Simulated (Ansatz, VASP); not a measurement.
SrO: VASP beside Ansatz

```
Sr O
1.0
     3.93343    0.00000    0.00000
    -1.96671    3.40645    0.00000
     0.00000    0.00000    5.56804
Sr O
2 2
Direct
  0.33333 0.66667 0.93813
  0.66667 0.33333 0.43813
  0.33333 0.66667 0.43687
  0.66667 0.33333 0.93687
```

Change from the starting cell: strain -0.080 along x and y, +0.080 along z, atoms carried along.

Alike in both runs: task single point; functional PBEsol; k mesh 6 × 6 × 6; occupations gaussian, width 0.05 eV; no spin polarisation.

|  | VASP | Ansatz |
| --- | --- | --- |
| version | VASP 6.6.1 | Ansatz 0.2.0 |
| potentials or method | VASP PAW PBE potentials, release 64 (Sr_sv, O), cutoff 520 eV | scalar-relativistic, plane waves, PAW |
| valence electrons in the cell | 32 | 32 |

```tsv
	VASP	Ansatz	Ansatz less VASP
gap on the k mesh at the Fermi level (eV)	2.41	2.41	+0.006
least direct gap on the mesh (eV)	3.04	3.05	+0.013
pressure (GPa)	10.0	9.1	-0.91
traceless stress, the component that is largest in VASP (GPa)	-14.14	-13.41	+0.732
rms of the force components (eV/Å)	0.009	0.009	-0.0006
```

VASP's potentials were made for PBE, not for PBEsol. Atom by atom the forces differ by 0.001 eV/Å (rms over components). The functional is the same, so the differences come from potentials, cutoffs and numerics.
